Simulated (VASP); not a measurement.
# InSb3 in VASP: further runs

Runs on InSb3. Level: PBEsol. Tasks: single point.

Everything below comes from runs of VASP 6.6.1. Logs are shortened: lines on timing, memory, paths and dates and some standing lists are left out, and cuts for length are marked.

## 1. The cell of the first run

The structure is cubic, space group Fm-3m (No. 225). Conventional cell: a = 7.512 Å, b = 7.512 Å, c = 7.512 Å, α = 90.00°, β = 90.00°, γ = 90.00°. Within 4.3 Å of Sb (site symmetry m-3m) lie 8 Sb at 3.25 Å and 6 In at 3.76 Å. Within 4.3 Å of Sb (site symmetry -43m) lie 10 Sb at 3.25 to 3.76 Å and 4 In at 3.25 Å. Within 4.3 Å of In (site symmetry m-3m) lie 14 Sb at 3.25 to 3.76 Å.

## 2. Single point, PBEsol

File INCAR:

```
PREC = Accurate
ENCUT = 520
EDIFF = 1E-6
ISMEAR = 0
SIGMA = 0.02
LREAL = False
LASPH = True
NELM = 60
ALGO = Normal
ISIF = 2
LWAVE = False
LCHARG = True
GGA = PS
LELF = True
LVHAR = True
NBANDS = 22
```

File KPOINTS:

```
regular mesh
0
Gamma
  8 8 8
```

File POSCAR:

```
InSb3
1.0
    0.0000000000      3.7562235409      3.7562235409
    3.7562235409      0.0000000000      3.7562235409
    3.7562235409      3.7562235409      0.0000000000
Sb In
3 1
Direct
    0.5000000000      0.5000000000      0.5000000000
    0.7500000000      0.7500000000      0.7500000000
    0.2500000000      0.2500000000      0.2500000000
    0.0000000000      0.0000000000      0.0000000000
```

Potentials or basis: VASP PAW PBE potentials, release 64 (Sb, In_d).

Run with:

```bash
> cat potpaw_PBE.64/Sb/POTCAR potpaw_PBE.64/In_d/POTCAR > POTCAR
> mpirun -np 1 vasp_std > vasp.out
```

OUTCAR:

```text
PREC = Accurate
   ENCUT = 520
   EDIFF = 1E-6
   ISMEAR = 0
   LREAL = False
   LASPH = True
   NELM = 60
   ISIF = 2
   GGA = PS

 ion  position               nearest neighbor table
   1  0.500  0.500  0.500-   3 3.25   3 3.25   3 3.25   2 3.25   3 3.25   2 3.25   2 3.25   2 3.25
                             4 3.76   4 3.76   4 3.76   4 3.76   4 3.76   4 3.76
   2  0.750  0.750  0.750-   1 3.25   1 3.25   1 3.25   1 3.25   4 3.25   4 3.25   4 3.25   4 3.25
                             3 3.76   3 3.76   3 3.76   3 3.76   3 3.76   3 3.76
   3  0.250  0.250  0.250-   4 3.25   4 3.25   4 3.25   1 3.25   4 3.25   1 3.25   1 3.25   1 3.25
                             2 3.76   2 3.76   2 3.76   2 3.76   2 3.76   2 3.76
   4  0.000  0.000  0.000-   2 3.25   2 3.25   2 3.25   2 3.25   3 3.25   3 3.25   3 3.25   3 3.25
                             1 3.76   1 3.76   1 3.76   1 3.76   1 3.76   1 3.76

  LATTYP: Found a face centered cubic cell.
 ALAT       =     7.5124470818

  Lattice vectors:

 A1 = (   0.0000000000,   3.7562235409,   3.7562235409)
 A2 = (   3.7562235409,   0.0000000000,   3.7562235409)
 A3 = (   3.7562235409,   3.7562235409,   0.0000000000)

Analysis of symmetry for initial positions (statically):
=====================================================================
 Subroutine PRICEL returns:
 Original cell was already a primitive cell.

 Routine SETGRP: Setting up the symmetry group for a
 face centered cubic supercell.

 Subroutine GETGRP returns: Found 48 space group operations
 (whereof 48 operations were pure point group operations)
 out of a pool of 48 trial point group operations.

The static configuration has the point symmetry O_h .

Analysis of symmetry for dynamics (positions and initial velocities):
=====================================================================
 Subroutine PRICEL returns:
 Original cell was already a primitive cell.

 Routine SETGRP: Setting up the symmetry group for a
 face centered cubic supercell.

 Subroutine GETGRP returns: Found 48 space group operations
 (whereof 48 operations were pure point group operations)
 out of a pool of 48 trial point group operations.

The dynamic configuration has the point symmetry O_h .

 Subroutine INISYM returns: Found 48 space group operations
 (whereof 48 operations are pure point group operations),
 and found     1 'primitive' translations

----------------------------------------------------------------------------------------

                                     Primitive cell

  volume of cell :     105.9947

  direct lattice vectors                    reciprocal lattice vectors
     0.000000000  3.756223541  3.756223541    -0.133112419  0.133112419  0.133112419
     3.756223541  0.000000000  3.756223541     0.133112419 -0.133112419  0.133112419
     3.756223541  3.756223541  0.000000000     0.133112419  0.133112419 -0.133112419

  length of vectors
     5.312102275  5.312102275  5.312102275     0.230557472  0.230557472  0.230557472

  position of ions in fractional coordinates (direct lattice)
     0.500000000  0.500000000  0.500000000
     0.750000000  0.750000000  0.750000000
     0.250000000  0.250000000  0.250000000
     0.000000000  0.000000000  0.000000000

  ion indices of the primitive-cell ions
   primitive index   ion index
                 1           1
                 2           2
                 3           3
                 4           4

----------------------------------------------------------------------------------------

 KPOINTS: regular mesh

Automatic generation of k-mesh.
 Grid dimensions read from file:
 generate k-points for:    8    8    8

 Generating k-lattice:

  Cartesian coordinates                     Fractional coordinates (reciprocal lattice)
    -0.016639052  0.016639052  0.016639052     0.125000000  0.000000000  0.000000000
     0.016639052 -0.016639052  0.016639052     0.000000000  0.125000000  0.000000000
     0.016639052  0.016639052 -0.016639052     0.000000000  0.000000000  0.125000000

  Length of vectors
     0.028819684  0.028819684  0.028819684

  Shift w.r.t. Gamma in fractional coordinates (k-lattice)
     0.000000000  0.000000000  0.000000000

 Subroutine IBZKPT returns following result:
 ===========================================

 Found     29 irreducible k-points:

 Following reciprocal coordinates:
            Coordinates               Weight
  0.000000  0.000000  0.000000      1.000000
  0.125000  0.000000  0.000000      8.000000
  0.250000  0.000000  0.000000      8.000000
  0.375000  0.000000  0.000000      8.000000
  0.500000  0.000000  0.000000      4.000000
  0.125000  0.125000  0.000000      6.000000
[... 16 lines left out ...]
  0.500000  0.250000  0.125000     48.000000
 -0.375000  0.250000  0.125000     24.000000
 [... further k-points ...]
   k-points           NKPTS =     29   k-points in BZ     NKDIM =     29   number of bands    NBANDS=     22
   number of dos      NEDOS =    301   number of ions     NIONS =      4
   total plane-waves  NPLWV =  64000
   dimension x,y,z NGX =    40 NGY =   40 NGZ =   40
   dimension x,y,z NGXF=    80 NGYF=   80 NGZF=   80
   ions per type =               3   1
   NGX,Y,Z   is equivalent  to a cutoff of  12.52, 12.52, 12.52 a.u.
   NGXF,Y,Z  is equivalent  to a cutoff of  25.04, 25.04, 25.04 a.u.
 SYSTEM =  unknown system
   PREC   = accura    normal or accurate (medium, high low for compatibility)
   ISTART =      0    job   : 0-new  1-cont  2-samecut
   ICHARG =      2    charge: 1-file 2-atom 10-const
   ISPIN  =      1    spin polarized calculation?
   LNONCOLLINEAR =      F non collinear calculations
   LSORBIT =      F    spin-orbit coupling
   LASPH  =      T    aspherical Exc in radial PAW
   ENCUT  =  520.0 eV  38.22 Ry    6.18 a.u.   9.88  9.88  9.88*2*pi/ulx,y,z
   NELM   =     60;   NELMIN=  2; NELMDL= -5     # of ELM steps
   EDIFF  = 0.1E-05   stopping-criterion for ELM
   LREAL  =      F    real-space projection
   EDIFFG = 0.1E-04   stopping-criterion for IOM
   NSW    =      0    number of steps for IOM
   IBRION =     -1    ionic relax: 0-MD 1-quasi-New 2-CG
   NFREE  =      0    steps in history (QN), initial steepest desc. (CG)
   ISIF   =      2    stress and relaxation
   ISYM   =      2    0-nonsym 1-usesym 2-fastsym
   POTIM  = 0.5000    time-step for ionic-motion
   TEBEG  =    0.0;   TEEND  =   0.0 temperature during run
   PSTRESS=    0.0 pullay stress
   NELECT =      28.0000    total number of electrons
   NUPDOWN=      -1.0000    fix difference up-down
   EMIN   =  10.00;   EMAX   =-10.00  energy-range for DOS
   EFERMI =   0.00;   METHOD = LEGACY
   ISMEAR =     0;   SIGMA  =   0.02  broadening in eV -4-tet -1-fermi 0-gaus
   EFERMI_NEDOS =   21; number of points for ismear=-14 and -15
   IALGO  =     38    algorithm
   IMIX   =      4    mixing-type and parameters
     AMIX     =   0.40;   BMIX     =  1.00
     AMIX_MAG =   1.60;   BMIX_MAG =  1.00
  volume/ion in A,a.u.               =      26.50       178.82
  Fermi-wavevector in a.u.,A,eV,Ry     =   1.050427  1.985020 15.012640  1.103398
  Thomas-Fermi vector in A             =   2.185430
   LORBIT       =      0    0 simple, 1 ext, 2 COOP (PROOUT), +10 PAW based schemes
   GGA     = PS    functional components
   LHFCALC =     F    Hartree Fock is set to
   AEXX    =    0.0000 exact exchange contribution
   IVDW    =     0    specifies the selected vdW correction
   LEPSILON=     F    determine dielectric tensor
   LRPA    =     F    only Hartree local field effects (RPA)
 non-spin polarized calculation
 Gauss-broadening in eV      SIGMA  =   0.02
  energy-cutoff  :      520.00
  volume of cell :      105.99
 maximum number of plane-waves:      2884
   NGX = 19   NGY = 19   NGZ = 19

 number of electron      27.9999995 magnetization

 Free energy of the ion-electron system (eV)
  ---------------------------------------------------
  ext. energy  EPLUGINS =         0.00000000
  ---------------------------------------------------
  free energy    TOTEN  =       -16.15898313 eV

  energy without entropy =      -16.15820584  energy(sigma->0) =      -16.15859449

 E-fermi :   8.2022     XC(G=0): -10.3902

 val. band max:        8.1948547451   @ k =   0.5000   0.2500   0.0000
 cond. band min:       8.2104131759   @ k =  -0.3750   0.3750   0.0000
 fundamental gap:      0.0155584308
 Fermi energy:         8.2022286656

 k-point     1 :       0.0000    0.0000    0.0000
  band No.  band energies     occupation
      1      -6.2207      2.00000
      2      -6.2207      2.00000
      3      -6.2207      2.00000
      4      -6.1850      2.00000
      5      -6.1850      2.00000
      6      -4.2710      2.00000
[... 14 lines left out ...]
     21      15.1443      0.00000
     22      15.1443      0.00000

 k-point     2 :       0.1250    0.0000    0.0000
  band No.  band energies     occupation
      1      -6.2231      2.00000
      2      -6.2196      2.00000
      3      -6.2196      2.00000
      4      -6.1853      2.00000
      5      -6.1853      2.00000
      6      -4.1518      2.00000
[... 14 lines left out ...]
     21      14.0914      0.00000
     22      14.8503      0.00000

 k-point     3 :       0.2500    0.0000    0.0000
  band No.  band energies     occupation
      1      -6.2297      2.00000
      2      -6.2171      2.00000
      3      -6.2171      2.00000
      4      -6.1860      2.00000
      5      -6.1860      2.00000
      6      -3.7979      2.00000
[... 14 lines left out ...]
     21      13.2195      0.00000
     22      13.9178      0.00000

 k-point     4 :       0.3750    0.0000    0.0000
  band No.  band energies     occupation
      1      -6.2370      2.00000
      2      -6.2151      2.00000
      3      -6.2151      2.00000
      4      -6.1862      2.00000
      5      -6.1862      2.00000
      6      -3.2368      2.00000
[... 14 lines left out ...]
     21      13.0828      0.00000
     22      14.9718      0.00000

 k-point     5 :       0.5000    0.0000    0.0000
  band No.  band energies     occupation
      1      -6.2401      2.00000
      2      -6.2144      2.00000
      3      -6.2144      2.00000
      4      -6.1862      2.00000
      5      -6.1862      2.00000
      6      -2.7529      2.00000
[... 14 lines left out ...]
     21      14.0907      0.00000
     22      16.6079      0.00000

 k-point     6 :       0.1250    0.1250    0.0000
  band No.  band energies     occupation
      1      -6.2249      2.00000
      2      -6.2187      2.00000
      3      -6.2187      2.00000
      4      -6.1866      2.00000
      5      -6.1845      2.00000
      6      -4.1121      2.00000
[... 14 lines left out ...]
     21      14.2907      0.00000
     22      14.4961      0.00000

 k-point     7 :       0.2500    0.1250    0.0000
  band No.  band energies     occupation
      1      -6.2296      2.00000
      2      -6.2172      2.00000
      3      -6.2162      2.00000
      4      -6.1883      2.00000
      5      -6.1844      2.00000
      6      -3.8357      2.00000
[... 324 lines left out ...]
      6      -1.8492      2.00000
[... 14 lines left out ...]
     21      13.2793      0.00000
     22      15.0304      0.00000

 k-point    21 :       0.5000    0.5000    0.0000
  band No.  band energies     occupation
      1      -6.2501      2.00000
      2      -6.2062      2.00000
      3      -6.2062      2.00000
      4      -6.2014      2.00000
      5      -6.1819      2.00000
      6      -2.0062      2.00000
[... 14 lines left out ...]
     21      13.3321      0.00000
     22      13.5412      0.00000

 k-point    22 :       0.3750    0.2500    0.1250
  band No.  band energies     occupation
      1      -6.2332      2.00000
      2      -6.2168      2.00000
      3      -6.2139      2.00000
      4      -6.1904      2.00000
      5      -6.1845      2.00000
      6      -3.4847      2.00000
[... 14 lines left out ...]
     21      13.1266      0.00000
     22      13.8179      0.00000

 k-point    23 :       0.5000    0.2500    0.1250
  band No.  band energies     occupation
      1      -6.2344      2.00000
      2      -6.2197      2.00000
      3      -6.2115      2.00000
      4      -6.1915      2.00000
      5      -6.1854      2.00000
      6      -2.9269      2.00000
[... 14 lines left out ...]
     21      13.5689      0.00000
     22      14.6162      0.00000

 k-point    24 :      -0.3750    0.2500    0.1250
  band No.  band energies     occupation
      1      -6.2342      2.00000
      2      -6.2218      2.00000
      3      -6.2106      2.00000
      4      -6.1916      2.00000
      5      -6.1859      2.00000
      6      -2.4303      2.00000
[... 14 lines left out ...]
     21      13.4381      0.00000
     22      16.0005      0.00000

 [... further k-points ...]
[... 5 lines left out ...]
  --------------------------------------------------------------------------------------
  -------------------------------------------------------------------------------------
  Total       -1.1420106     -1.1420106     -1.1420106      0.0000000     -0.0000000      0.0000000
  in kB      -17.2622109    -17.2622109    -17.2622109      0.0000000     -0.0000000      0.0000000
  external PRESSURE =     -17.2622109 kB  Pullay stress =       0.0000000 kB

 VOLUME and BASIS-vectors are now :
 -----------------------------------------------------------------------------
  energy-cutoff  :      520.00
  volume of cell :      105.99
      direct lattice vectors                 reciprocal lattice vectors
     0.000000000  3.756223541  3.756223541    -0.133112419  0.133112419  0.133112419
     3.756223541  0.000000000  3.756223541     0.133112419 -0.133112419  0.133112419
     3.756223541  3.756223541  0.000000000     0.133112419  0.133112419 -0.133112419

 POSITION                                       TOTAL-FORCE (eV/Angst)
 -----------------------------------------------------------------------------------
      3.75622      3.75622      3.75622        -0.000000     -0.000000     -0.000000
      5.63434      5.63434      5.63434        -0.000000     -0.000000     -0.000000
      1.87811      1.87811      1.87811         0.000000      0.000000      0.000000
      0.00000      0.00000      0.00000        -0.000000     -0.000000     -0.000000
 -----------------------------------------------------------------------------------
    total drift:                               -0.000000      0.000000      0.000000

  FREE ENERGIE OF THE ION-ELECTRON SYSTEM (eV)
  ---------------------------------------------------
  free  energy   TOTEN  =       -16.1589831321 eV

  energy  without entropy=      -16.1582058404  energy(sigma->0) =      -16.15859449
```

Run time: 39 s. Hardware: 1 thread of Intel Xeon Platinum 8559C (Emerald Rapids), shared host; peak memory 0.26 GiB.

Results:

```yaml
Free_energy: -16.1590 eV
Pressure: -1.7 GPa
Band_gap_on_the_k_mesh: zero (band 14 reaches 9.41 eV, above the bottom of band 15 at 5.98 eV)
```

Levels at points of the mesh, in eV from the Fermi level:
```csv
k point,band 10,band 11,band 12,band 13,band 14,band 15,band 16,band 17,band 18,band 19
"(0.00, 0.00, 0.00)",-2.57,-2.57,-2.48,-2.48,-2.48,-2.22,-0.74,-0.74,-0.74,3.42
"(0.50, 0.00, 0.00)",-3.54,-3.54,-2.72,-2.72,-0.20,-0.04,1.97,1.97,3.06,3.06
"(0.50, 0.50, 0.00)",-5.24,-5.24,0.42,0.94,0.94,1.36,1.79,1.85,1.85,4.21
```

Caveat: the PAW data sets were made with another functional, which shifts forces and pressure a little; spin-orbit coupling is left out, which moves the levels of the heavy elements.

## 3. Single point, PBEsol

This run uses another cell than the first one, of 27.32 Å³/atom, 1.031 times its volume.

File INCAR:

```
PREC = Accurate
ENCUT = 520
EDIFF = 1E-6
ISMEAR = 0
SIGMA = 0.02
LREAL = F
LASPH = T
NELM = 80
ALGO = Normal
ISIF = 2
LWAVE = F
LCHARG = F
GGA = PS
NBANDS = 22
```

File KPOINTS:

```
Automatic mesh
0
Gamma
  8 8 8
```

File POSCAR:

```
InSb3
1.0
    0.0000000000      3.7945550000      3.7945550000
    3.7945550000      0.0000000000      3.7945550000
    3.7945550000      3.7945550000      0.0000000000
Sb In
3 1
Direct
    0.5000000000      0.5000000000      0.5000000000
    0.7500000000      0.7500000000      0.7500000000
    0.2500000000      0.2500000000      0.2500000000
    0.0000000000      0.0000000000      0.0000000000
```

Potentials or basis: VASP PAW PBE potentials, release 64 (Sb, In_d).

Run with:

```bash
> cat potpaw_PBE.64/Sb/POTCAR potpaw_PBE.64/In_d/POTCAR > POTCAR
> mpirun -np 1 vasp_std > vasp.out
```

Run time: 36 s. Hardware: 1 thread of Intel Xeon Platinum 8559C (Emerald Rapids), shared host; peak memory 0.26 GiB.

The run converged. Its results:

- Free energy: -16.1070 eV
- Pressure: -3.4 GPa
- Band gap on the k mesh: zero (band 14 reaches 8.99 eV, above the bottom of band 15 at 5.48 eV)

Levels at points of the mesh, in eV from the Fermi level:
| k point | band 12 | band 13 | band 14 | band 15 | band 16 | band 17 |
| --- | --- | --- | --- | --- | --- | --- |
| (0.00, 0.00, 0.00) | -2.39 | -2.39 | -2.39 | -2.34 | -0.69 | -0.69 |
| (0.50, 0.00, 0.00) | -2.61 | -2.61 | -0.26 | -0.10 | 1.92 | 1.92 |
| (0.50, 0.50, 0.00) | 0.32 | 0.90 | 0.90 | 1.23 | 1.71 | 1.80 |

Caveat: the PAW data sets were made with another functional, which shifts forces and pressure a little; spin-orbit coupling is left out, which moves the levels of the heavy elements.

(Continued in part 2 of 2.)
